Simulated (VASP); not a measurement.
# Al7Cu in VASP: further runs

Runs on Al7Cu. Level: PBE. Tasks: single point, relaxation of cell and atoms.

Program: VASP 6.6.1. These are calculated values, not measurements. Logs are shortened: lines on timing, memory, paths and dates and some standing lists are left out, and cuts for length are marked.

## Step 1: The cell of the first run

The structure is cubic, space group Fm-3m (No. 225). Conventional cell: a = 8.216 Å, b = 8.216 Å, c = 8.216 Å, α = 90.00°, β = 90.00°, γ = 90.00°. Within 3.8 Å of Al (site symmetry mmm) lie 10 Al at 2.90 Å and 2 Cu at 2.90 Å. Al (site symmetry m-3m) has 12 Al at 2.90 Å within 3.8 Å. Cu (site symmetry m-3m) has 12 Al at 2.90 Å within 3.8 Å.

## Step 2: Single point, PBE (volume scaled by 1.10)

INCAR reads:

```
ALGO = Normal
EDIFF = 1E-7
ENCUT = 520
GGA = PE
ISIF = 2
ISMEAR = 0
LASPH = T
LCHARG = F
LREAL = F
LWAVE = F
NBANDS = 26
NELM = 60
PREC = Accurate
SIGMA = 0.1
```

KPOINTS reads:

```
k-points
0
Gamma
  8 8 8
```

POSCAR reads:

```
Al7Cu
1.0
    0.0000000000      4.1082307872      4.1082307872
    4.1082307872      0.0000000000      4.1082307872
    4.1082307872      4.1082307872      0.0000000000
Al Cu
7 1
Direct
    0.5000000000      0.0000000000      0.0000000000
    0.0000000000      0.5000000000      0.5000000000
    0.0000000000      0.5000000000      0.0000000000
    0.5000000000      0.0000000000      0.5000000000
    0.0000000000      0.0000000000      0.5000000000
    0.5000000000      0.5000000000      0.0000000000
    0.0000000000      0.0000000000      0.0000000000
    0.5000000000      0.5000000000      0.5000000000
```

Potentials or basis: VASP PAW PBE potentials, release 64 (Al, Cu).

Started as:

```bash
cat potpaw_PBE.64/Al/POTCAR potpaw_PBE.64/Cu/POTCAR > POTCAR
mpirun -np 1 vasp_std > vasp.out
```

OUTCAR:

```text
EDIFF = 1E-7
   ENCUT = 520
   GGA = PE
   ISIF = 2
   ISMEAR = 0
   LASPH = T
   LREAL = F
   NELM = 60
   PREC = Accurate

 ion  position               nearest neighbor table
   1  0.500  0.000  0.000-   4 2.90   6 2.90   7 2.90   4 2.90   5 2.90   8 2.90   3 2.90   6 2.90
                             8 2.90   3 2.90   5 2.90   7 2.90
   2  0.000  0.500  0.500-   3 2.90   5 2.90   8 2.90   3 2.90   6 2.90   7 2.90   4 2.90   5 2.90
                             7 2.90   4 2.90   6 2.90   8 2.90
   3  0.000  0.500  0.000-   2 2.90   6 2.90   7 2.90   2 2.90   5 2.90   8 2.90   1 2.90   5 2.90
                             7 2.90   1 2.90   6 2.90   8 2.90
   4  0.500  0.000  0.500-   1 2.90   5 2.90   8 2.90   1 2.90   6 2.90   7 2.90   2 2.90   6 2.90
                             8 2.90   2 2.90   5 2.90   7 2.90
   5  0.000  0.000  0.500-   2 2.90   4 2.90   7 2.90   1 2.90   3 2.90   7 2.90   2 2.90   3 2.90
                             8 2.90   1 2.90   4 2.90   8 2.90
   6  0.500  0.500  0.000-   1 2.90   3 2.90   8 2.90   2 2.90   4 2.90   8 2.90   1 2.90   4 2.90
                             7 2.90   2 2.90   3 2.90   7 2.90
   7  0.000  0.000  0.000-   1 2.90   3 2.90   5 2.90   2 2.90   4 2.90   5 2.90   2 2.90   3 2.90
                             6 2.90   1 2.90   4 2.90   6 2.90
   8  0.500  0.500  0.500-   2 2.90   4 2.90   6 2.90   1 2.90   3 2.90   6 2.90   1 2.90   4 2.90
                             5 2.90   2 2.90   3 2.90   5 2.90

  LATTYP: Found a face centered cubic cell.
 ALAT       =     8.2164615744

  Lattice vectors:

 A1 = (   0.0000000000,   4.1082307872,   4.1082307872)
 A2 = (   4.1082307872,   0.0000000000,   4.1082307872)
 A3 = (   4.1082307872,   4.1082307872,   0.0000000000)

Analysis of symmetry for initial positions (statically):
=====================================================================
 Subroutine PRICEL returns:
 Original cell was already a primitive cell.

 Routine SETGRP: Setting up the symmetry group for a
 face centered cubic supercell.

 Subroutine GETGRP returns: Found 48 space group operations
 (whereof 48 operations were pure point group operations)
 out of a pool of 48 trial point group operations.

The static configuration has the point symmetry O_h .

Analysis of symmetry for dynamics (positions and initial velocities):
=====================================================================
 Subroutine PRICEL returns:
 Original cell was already a primitive cell.

 Routine SETGRP: Setting up the symmetry group for a
 face centered cubic supercell.

 Subroutine GETGRP returns: Found 48 space group operations
 (whereof 48 operations were pure point group operations)
 out of a pool of 48 trial point group operations.

The dynamic configuration has the point symmetry O_h .

 Subroutine INISYM returns: Found 48 space group operations
 (whereof 48 operations are pure point group operations),
 and found     1 'primitive' translations

----------------------------------------------------------------------------------------

                                     Primitive cell

  volume of cell :     138.6738

  direct lattice vectors                    reciprocal lattice vectors
     0.000000000  4.108230787  4.108230787    -0.121706892  0.121706892  0.121706892
     4.108230787  0.000000000  4.108230787     0.121706892 -0.121706892  0.121706892
     4.108230787  4.108230787  0.000000000     0.121706892  0.121706892 -0.121706892

  length of vectors
     5.809915697  5.809915697  5.809915697     0.210802520  0.210802520  0.210802520

  position of ions in fractional coordinates (direct lattice)
     0.500000000  0.000000000  0.000000000
     0.000000000  0.500000000  0.500000000
     0.000000000  0.500000000  0.000000000
     0.500000000  0.000000000  0.500000000
     0.000000000  0.000000000  0.500000000
     0.500000000  0.500000000  0.000000000
     0.000000000  0.000000000  0.000000000
     0.500000000  0.500000000  0.500000000

  ion indices of the primitive-cell ions
   primitive index   ion index
                 1           1
                 2           2
                 3           3
                 4           4
                 5           5
                 6           6
                 7           7
                 8           8

----------------------------------------------------------------------------------------

 KPOINTS: k-points

Automatic generation of k-mesh.
 Grid dimensions read from file:
 generate k-points for:    8    8    8

 Generating k-lattice:

  Cartesian coordinates                     Fractional coordinates (reciprocal lattice)
    -0.015213361  0.015213361  0.015213361     0.125000000  0.000000000  0.000000000
     0.015213361 -0.015213361  0.015213361     0.000000000  0.125000000  0.000000000
     0.015213361  0.015213361 -0.015213361     0.000000000  0.000000000  0.125000000

  Length of vectors
     0.026350315  0.026350315  0.026350315

  Shift w.r.t. Gamma in fractional coordinates (k-lattice)
     0.000000000  0.000000000  0.000000000

 Subroutine IBZKPT returns following result:
 ===========================================

 Found     29 irreducible k-points:

 Following reciprocal coordinates:
            Coordinates               Weight
  0.000000  0.000000  0.000000      1.000000
  0.125000  0.000000  0.000000      8.000000
  0.250000  0.000000  0.000000      8.000000
  0.375000  0.000000  0.000000      8.000000
  0.500000  0.000000  0.000000      4.000000
  0.125000  0.125000  0.000000      6.000000
[... 16 lines left out ...]
  0.500000  0.250000  0.125000     48.000000
 -0.375000  0.250000  0.125000     24.000000
 [... further k-points ...]
   k-points           NKPTS =     29   k-points in BZ     NKDIM =     29   number of bands    NBANDS=     26
   number of dos      NEDOS =    301   number of ions     NIONS =      8
   total plane-waves  NPLWV = 110592
   dimension x,y,z NGX =    48 NGY =   48 NGZ =   48
   dimension x,y,z NGXF=    96 NGYF=   96 NGZF=   96
   ions per type =               7   1
   NGX,Y,Z   is equivalent  to a cutoff of  13.73, 13.73, 13.73 a.u.
   NGXF,Y,Z  is equivalent  to a cutoff of  27.47, 27.47, 27.47 a.u.
 SYSTEM =  unknown system
   PREC   = accura    normal or accurate (medium, high low for compatibility)
   ISTART =      0    job   : 0-new  1-cont  2-samecut
   ICHARG =      2    charge: 1-file 2-atom 10-const
   ISPIN  =      1    spin polarized calculation?
   LNONCOLLINEAR =      F non collinear calculations
   LSORBIT =      F    spin-orbit coupling
   LASPH  =      T    aspherical Exc in radial PAW
   ENCUT  =  520.0 eV  38.22 Ry    6.18 a.u.  10.80 10.80 10.80*2*pi/ulx,y,z
   NELM   =     60;   NELMIN=  2; NELMDL= -5     # of ELM steps
   EDIFF  = 0.1E-06   stopping-criterion for ELM
   LREAL  =      F    real-space projection
   EDIFFG = 0.1E-05   stopping-criterion for IOM
   NSW    =      0    number of steps for IOM
   IBRION =     -1    ionic relax: 0-MD 1-quasi-New 2-CG
   NFREE  =      0    steps in history (QN), initial steepest desc. (CG)
   ISIF   =      2    stress and relaxation
   ISYM   =      2    0-nonsym 1-usesym 2-fastsym
   POTIM  = 0.5000    time-step for ionic-motion
   TEBEG  =    0.0;   TEEND  =   0.0 temperature during run
   PSTRESS=    0.0 pullay stress
   NELECT =      32.0000    total number of electrons
   NUPDOWN=      -1.0000    fix difference up-down
   EMIN   =  10.00;   EMAX   =-10.00  energy-range for DOS
   EFERMI =   0.00;   METHOD = LEGACY
   ISMEAR =     0;   SIGMA  =   0.10  broadening in eV -4-tet -1-fermi 0-gaus
   EFERMI_NEDOS =   21; number of points for ismear=-14 and -15
   IALGO  =     38    algorithm
   IMIX   =      4    mixing-type and parameters
     AMIX     =   0.40;   BMIX     =  1.00
     AMIX_MAG =   1.60;   BMIX_MAG =  1.00
  volume/ion in A,a.u.               =      17.33       116.98
  Fermi-wavevector in a.u.,A,eV,Ry     =   1.004138  1.897545 13.718656  1.008293
  Thomas-Fermi vector in A             =   2.136734
   LORBIT       =      0    0 simple, 1 ext, 2 COOP (PROOUT), +10 PAW based schemes
   GGA     = PE    functional components
   LHFCALC =     F    Hartree Fock is set to
   AEXX    =    0.0000 exact exchange contribution
   IVDW    =     0    specifies the selected vdW correction
   LEPSILON=     F    determine dielectric tensor
   LRPA    =     F    only Hartree local field effects (RPA)
 non-spin polarized calculation
 Gauss-broadening in eV      SIGMA  =   0.10
  energy-cutoff  :      520.00
  volume of cell :      138.67
 maximum number of plane-waves:      3752
 NGX is ok and might be reduce to    48
   NGX = 21   NGY = 21   NGZ = 21

 number of electron      32.0000007 magnetization

 Free energy of the ion-electron system (eV)
  ---------------------------------------------------
  ext. energy  EPLUGINS =         0.00000000
  ---------------------------------------------------
  free energy    TOTEN  =       -29.81110144 eV

  energy without entropy =      -29.79824262  energy(sigma->0) =      -29.80467203

 E-fermi :   7.0931     XC(G=0): -10.1083

 val. band max:        7.0844410662   @ k =  -0.3750   0.2500   0.1250
 cond. band min:       7.0997326441   @ k =  -0.3750   0.5000   0.1250
 fundamental gap:      0.0152915779
 Fermi energy:         7.0930629106

 k-point     1 :       0.0000    0.0000    0.0000
  band No.  band energies     occupation
      1      -3.3636      2.00000
      2       2.5161      2.00000
      3       2.5161      2.00000
      4       2.5161      2.00000
      5       2.7486      2.00000
      6       3.1203      2.00000
[... 18 lines left out ...]
     25      13.1232      0.00000
     26      13.1301      0.00000

 k-point     2 :       0.1250    0.0000    0.0000
  band No.  band energies     occupation
      1      -3.2614      2.00000
      2       1.4686      2.00000
      3       2.3724      2.00000
      4       2.3724      2.00000
      5       2.6448      2.00000
      6       3.2538      2.00000
[... 18 lines left out ...]
     25      13.1331      0.00000
[... 608 lines left out ...]
     25      11.8853      0.00000
     26      12.3732      0.00000

 k-point    24 :      -0.3750    0.2500    0.1250
  band No.  band energies     occupation
      1      -1.6158      2.00000
      2      -1.3183      2.00000
      3       0.4890      2.00000
      4       0.9090      2.00000
      5       2.5922      2.00000
      6       2.8105      2.00000
[... 18 lines left out ...]
     25      11.7060      0.00000
     26      11.7576      0.00000

 [... further k-points ...]
[... 5 lines left out ...]
  --------------------------------------------------------------------------------------
  -------------------------------------------------------------------------------------
  Total       -5.6275414     -5.6275414     -5.6275414      0.0000000      0.0000000     -0.0000000
  in kB      -65.0181773    -65.0181773    -65.0181773      0.0000000      0.0000000     -0.0000000
  external PRESSURE =     -65.0181773 kB  Pullay stress =       0.0000000 kB

 VOLUME and BASIS-vectors are now :
 -----------------------------------------------------------------------------
  energy-cutoff  :      520.00
  volume of cell :      138.67
      direct lattice vectors                 reciprocal lattice vectors
     0.000000000  4.108230787  4.108230787    -0.121706892  0.121706892  0.121706892
     4.108230787  0.000000000  4.108230787     0.121706892 -0.121706892  0.121706892
     4.108230787  4.108230787  0.000000000     0.121706892  0.121706892 -0.121706892

 POSITION                                       TOTAL-FORCE (eV/Angst)
 -----------------------------------------------------------------------------------
      0.00000      2.05412      2.05412        -0.000000      0.000000      0.000000
      4.10823      2.05412      2.05412         0.000000     -0.000000      0.000000
      2.05412      0.00000      2.05412         0.000000      0.000000      0.000000
      2.05412      4.10823      2.05412         0.000000      0.000000      0.000000
      2.05412      2.05412      0.00000         0.000000      0.000000      0.000000
      2.05412      2.05412      4.10823         0.000000      0.000000      0.000000
      0.00000      0.00000      0.00000         0.000000      0.000000      0.000000
      4.10823      4.10823      4.10823        -0.000000     -0.000000     -0.000000
 -----------------------------------------------------------------------------------
    total drift:                               -0.000000     -0.000000     -0.000000

  FREE ENERGIE OF THE ION-ELECTRON SYSTEM (eV)
  ---------------------------------------------------
  free  energy   TOTEN  =       -29.8111014356 eV

  energy  without entropy=      -29.7982426177  energy(sigma->0) =      -29.80467203
```

Wall time 1.9 min (1 thread of Intel Xeon 6975P-C (Granite Rapids), shared host); peak memory 0.35 GiB.

Results:

```yaml
Free_energy: -29.8111 eV
Pressure: -6.5 GPa
Band_gap_on_the_k_mesh: zero (band 16 reaches 7.90 eV, above the bottom of band 17 at 4.81 eV)
```

Caveat: the cell differs from its parent crystal (volume scaled by 1.10).

## Step 3: Single point, PBE

This run uses another cell than the first one, of 15.74 Å³/atom, 0.908 times its volume.

INCAR reads:

```
ALGO = Fast
EDIFF = 1E-6
ENCUT = 520
GGA = PE
ISIF = 2
ISMEAR = 0
LASPH = True
LCHARG = False
LREAL = False
LWAVE = False
NBANDS = 26
NELM = 100
PREC = Accurate
SIGMA = 0.2
```

KPOINTS reads:

```
k-points
0
Gamma
  6 6 6
```

POSCAR reads:

```
Al7Cu
1.0
   -0.0015575503      3.9770325736      3.9765152035
    3.9770588721     -0.0014645123      3.9764161844
    3.9777165193      3.9775955269     -0.0021738688
Al Cu
7 1
Direct
    0.5000017792      0.9999787324      0.0000245080
    0.9999918198      0.5000273364      0.4999795170
    0.9999957708      0.4999874344     -0.0000023811
    0.4999989212      0.0000303721      0.4999934794
    1.0000099608     -0.0000028591      0.5000126081
    0.4999936832      0.5000108018     -0.0000290483
   -0.0000059073      0.0000187511     -0.0000040421
    0.5000139725      0.4999494309      0.5000253588
```

Potentials or basis: VASP PAW PBE potentials, release 64 (Al, Cu).

Started as:

```bash
cat potpaw_PBE.64/Al/POTCAR potpaw_PBE.64/Cu/POTCAR > POTCAR
mpirun -np 1 vasp_std > vasp.out
```

It took 5.8 min on 1 thread of Intel Xeon 6975P-C (Granite Rapids), shared host; peak memory 0.47 GiB.

Results (log left out):

* Free energy: -30.0748 eV
* Pressure: 0.0 GPa
* Band gap on the k mesh: zero (band 16 reaches 8.87 eV, above the bottom of band 17 at 5.59 eV)

Levels at points of the mesh, in eV from the Fermi level:
```
           k point  band 14  band 15  band 16  band 17  band 18  band 19
(0.00, 0.00, 0.00)    -2.57    -2.51    -2.50    -2.50    -0.74    -0.52
(0.50, 0.00, 0.00)    -0.42    -0.41    -0.25    -0.13     0.32     0.33
(0.00, 0.50, 0.00)    -0.42    -0.41    -0.25    -0.13     0.32     0.33
(0.50, 0.50, 0.00)    -0.25    -0.25     0.34     1.19     1.33     1.53
(0.00, 0.00, 0.50)    -0.42    -0.41    -0.25    -0.13     0.32     0.33
(0.50, 0.00, 0.50)    -0.25    -0.25     0.35     1.19     1.33     1.53
(0.00, 0.50, 0.50)    -0.25    -0.25     0.35     1.19     1.33     1.53
(0.50, 0.50, 0.50)    -0.42    -0.41    -0.25    -0.12     0.33     0.33
```

## Step 4: Relaxation of cell and atoms, PBE

This run uses another cell than the first one, of 15.70 Å³/atom, 0.906 times its volume.

INCAR reads:

```
PREC = Accurate ; ENCUT = 600
EDIFF = 1E-6 ; ISMEAR = 0
SIGMA = 0.1 ; LREAL = F
LASPH = T ; NELM = 100
ALGO = Fast ; ISIF = 3
LWAVE = F ; LCHARG = F
GGA = PE ; IBRION = 2
NSW = 100 ; EDIFFG = -0.01
```

KPOINTS reads:

```
Automatic mesh
0
Gamma
  8 8 8
```

POSCAR reads:

```
Al7Cu
1.0
    0.0000000000      3.9745712329      3.9745712329
    3.9745712329      0.0000000000      3.9745712329
    3.9745712329      3.9745712329      0.0000000000
Al Cu
7 1
Direct
    0.5000000000      0.0000000000      0.0000000000
    0.0000000000      0.5000000000      0.5000000000
    0.0000000000      0.5000000000      0.0000000000
    0.5000000000      0.0000000000      0.5000000000
    0.0000000000      0.0000000000      0.5000000000
    0.5000000000      0.5000000000      0.0000000000
    0.0000000000      0.0000000000      0.0000000000
    0.5000000000      0.5000000000      0.5000000000
```

Started as:

```bash
cat potpaw_PBE.64/Al/POTCAR potpaw_PBE.64/Cu/POTCAR > POTCAR
mpirun -np 1 vasp_std > vasp.out
```

Run time: 2.2 min. Hardware: 1 thread of Intel Xeon 6975P-C (Granite Rapids), shared host; peak memory 0.37 GiB.

Results (log left out):

```
Free energy                            : -30.0888 eV
Relaxed volume                         : 15.77 Å³/atom
Relaxed cell                           : a = 5.630 Å, b = 5.630 Å, c = 5.630 Å, α = 60.00°, β = 60.00°, γ = 60.00°
Space group after relaxing (to 0.05 Å) : Fm-3m (No. 225)
Energy gained by relaxing              : 0.1 meV/atom
Ionic steps                            : 2
Pressure after relaxing                : 0.0 GPa
Band gap on the k mesh                 : zero (band 16 reaches 8.98 eV, above the bottom of band 17 at 5.57 eV)
```

Step by step:
```
step  energy change (eV)  largest force (eV/Å)  pressure (GPa)  volume (Å³)
   1              0.0000                0.0000            0.34       125.57
   2             -0.0007                0.0000           -0.02       126.18
```

Final structure:
```
Al Cu
1.0
     0.00000    3.98094    3.98094
     3.98094    0.00000    3.98094
     3.98094    3.98094    0.00000
Al Cu
7 1
Cartesian
  7.9619 5.9714 5.9714
  3.9809 5.9714 5.9714
  1.9905 0.0000 1.9905
  5.9714 3.9809 5.9714
  5.9714 5.9714 7.9619
  5.9714 5.9714 3.9809
  7.9619 7.9619 7.9619
  3.9809 3.9809 3.9809
```

Levels at points of the mesh, in eV from the Fermi level:
| k point | band 12 | band 13 | band 14 | band 15 | band 16 | band 17 | band 18 | band 19 | band 20 | band 21 |
| --- | --- | --- | --- | --- | --- | --- | --- | --- | --- | --- |
| (0.00, 0.00, 0.00) | -2.57 | -2.57 | -2.57 | -2.50 | -2.50 | -2.50 | -0.74 | -0.52 | -0.52 | 6.02 |
| (0.50, 0.00, 0.00) | -2.97 | -2.97 | -0.42 | -0.42 | -0.25 | -0.13 | 0.32 | 0.32 | 3.70 | 3.80 |
| (0.50, 0.50, 0.00) | -0.42 | -0.42 | -0.25 | -0.25 | 0.34 | 1.19 | 1.33 | 1.51 | 2.20 | 2.22 |

## Step 5: Summary

| task | cell | k mesh | cutoff (eV) | smearing | gap on the mesh (eV) | pressure (GPa) |
| --- | --- | --- | --- | --- | --- | --- |
| single point | a = 5.810 Å, angles 60.0°, 8 atoms | 8 × 8 × 8 | 520 | gaussian 0.1 eV | none | -6.5 |
| single point | a = 5.624, b = 5.624, c = 5.625 Å, angles 60.0°, 8 atoms | 6 × 6 × 6 | 520 | gaussian 0.2 eV | none | 0.0 |
| relaxation of cell and atoms | relaxed from a = 5.621 Å, angles 60.0°, 8 atoms | 8 × 8 × 8 | 600 | gaussian 0.1 eV | none | 0.0 |

Alike in all rows: level PBE; potentials or basis VASP PAW PBE potentials, release 64 (Al, Cu); no spin polarisation.

Total energies depend on the potentials used, so only differences within one code and one set of settings carry meaning.
